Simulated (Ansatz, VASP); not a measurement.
**One calculation of Pb, two programs**

INCAR

```
ALGO     = Normal         # electronic algorithm
EDIFF    = 1E-8           # SCF threshold, eV
ENCUT    = 400            # plane-wave cutoff, eV
GGA      = PS             # functional
GGA_COMPAT= False        
ISIF     = 2              # what is computed and relaxed
ISMEAR   = -1             # smearing method
LASPH    = True           # aspherical terms in the spheres
LCHARG   = False          # write CHGCAR
LEFG     = True         
LREAL    = False          # projectors in reciprocal space
LWAVE    = False          # write WAVECAR
NBANDS   = 21             # bands
NELM     = 120            # most SCF steps
PREC     = Accurate       # precision mode
SIGMA    = 0.08           # smearing width, eV
```

Contents of KPOINTS:

```
k-points
0
Gamma
  14 14 8
```

Contents of POSCAR:

```
Pb
1.0
    3.5148006975      0.0000000000      0.0000000000
   -1.7574003488      3.0439066932      0.0000000000
    0.0000000000      0.0000000000      5.5900000000
Pb
2
Direct
    0.3333333333      0.6666666667      0.2500000000
    0.6666666667      0.3333333333      0.7500000000
```

Input for Ansatz:

```yaml
crystal:
  lattice:
    - [3.5148006975, 0.0, 0.0]
    - [-1.7574003488, 3.0439066932, 0.0]
    - [0.0, 0.0, 5.59]
  atoms:
    - { symbol: Pb, position: [0.3333333333, 0.6666666667, 0.25] }
    - { symbol: Pb, position: [0.6666666667, 0.3333333333, 0.75] }
kpoints:
  mp_grid: { grid: [14, 14, 8] }
scf:
  occupations: { method: fermi_dirac, width: 0.08 }
hamiltonian:
  xc: pbesol
  pseudopotentials: { kind: all_electron, datasets: crystal }
output:
  forces: true
  stress: true
  eigenvalues: true
  efg: { contact_densities: true }
```

Change from the starting cell: equal xx and yy strain of +1 %, crystal datasets.

Alike in both runs: task electric field gradients; functional PBEsol; k mesh 14 × 14 × 8; occupations fermi-dirac, width 0.08 eV; no spin polarisation.

```csv
,VASP,Ansatz
version,VASP 6.6.1,Ansatz 0.2.0
potentials or method,"VASP PAW PBE potentials, release 64 (Pb_d), cutoff 400 eV","all-electron PAW with datasets made for the crystal, scalar-relativistic"
```

Ansatz gave:

| Quantity | Value |
| --- | --- |
| pressure (GPa) | 0.1 |
| traceless stress, the component that is largest in VASP (GPa) | 1.39 |
| size of Vzz on the site where it differs most (V/Å²) | 57.9 |

Estimate VASP's values.

pressure (GPa): 0.0; traceless stress, the component that is largest in VASP (GPa): 1.38; size of Vzz on the site where it differs most (V/Å²): 55.5.

VASP's potentials were made for PBE, not for PBEsol. Ansatz ran all-electron here, and VASP with PAW potentials.

Neither program's run includes spin-orbit coupling.
